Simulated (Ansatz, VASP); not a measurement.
# Two plane-wave programs on TaN

INCAR

```
SYSTEM = TaN
  PREC = Accurate
  ENCUT = 520
  EDIFF = 1E-6
  ISMEAR = 0
  SIGMA = 0.1
  LREAL = .FALSE.
  LASPH = .TRUE.
  NELM = 60
  ALGO = Normal
  ISIF = 2
  LWAVE = .FALSE.
  LCHARG = .TRUE.
  GGA = PS
  LELF = .TRUE.
  LVHAR = .TRUE.
  NBANDS = 24
```

File KPOINTS:

```
regular mesh
0
G
  14 14 8
  0 0 0
```

Contents of POSCAR:

```
TaN
1.0
    3.1682191328      0.0125660045      0.0000000000
   -1.5732270873      2.7615910366      0.0000000000
    0.0000000000      0.0000000000      5.2281502000
Ta N
2 2
Direct
    0.3356678416      0.6729198831     -0.0011568627
    0.6643321584      0.3270801169      0.4988431373
    0.3239092207      0.6714366759      0.3861568627
    0.6760907793      0.3285633241      0.8861568627
```

Input for Ansatz:

```yaml
crystal:
  lattice:
    - [3.1682191328, 0.0125660045, 0.0]
    - [-1.5732270873, 2.7615910366, 0.0]
    - [0.0, 0.0, 5.2281502]
  atoms:
    - { symbol: Ta, position: [0.3356678416, 0.6729198831, -0.0011568627] }
    - { symbol: Ta, position: [0.6643321584, 0.3270801169, 0.4988431373] }
    - { symbol: "N", position: [0.3239092207, 0.6714366759, 0.3861568627] }
    - { symbol: "N", position: [0.6760907793, 0.3285633241, 0.8861568627] }
basis:
  ecutwfc: 420
kpoints:
  mp_grid: { grid: [14, 14, 8] }
hamiltonian:
  xc: pbesol
scf:
  occupations: { method: gaussian, width: 0.1 }
output:
  forces: true
  stress: true
  eigenvalues: true
```

Alike in both runs: task single point; functional PBEsol; k mesh 14 × 14 × 8; occupations gaussian, width 0.1 eV; no spin polarisation.

|  | VASP | Ansatz |
| --- | --- | --- |
| version | VASP 6.6.1 | Ansatz 0.2.0 |
| potentials or method | VASP PAW PBE potentials, release 64 (Ta_pv, N), cutoff 520 eV | scalar-relativistic, plane waves, PAW |
| valence electrons in the cell | 32 | 36 |

VASP gave:

* gap on the k mesh at the Fermi level (eV): none
* pressure (GPa): 49.3
* traceless stress, the component that is largest in VASP (GPa): -14.20
* rms of the force components (eV/Å): 1.500

Which values does Ansatz return?

gap on the k mesh at the Fermi level (eV): none; pressure (GPa): 47.6; traceless stress, the component that is largest in VASP (GPa): -13.77; rms of the force components (eV/Å): 1.469.

VASP's potentials were made for PBE, not for PBEsol. Atom by atom the forces differ by 0.032 eV/Å (rms over components). A gap of «none» marks a metal or a gap that the smearing closes. Both programs put the cell under a high pressure, so it lies far from rest at this level. VASP's potentials hold 32 valence electrons a cell and Ansatz's 36, so a difference there can come from the potentials and not from the codes.

Spin-orbit coupling is off throughout.
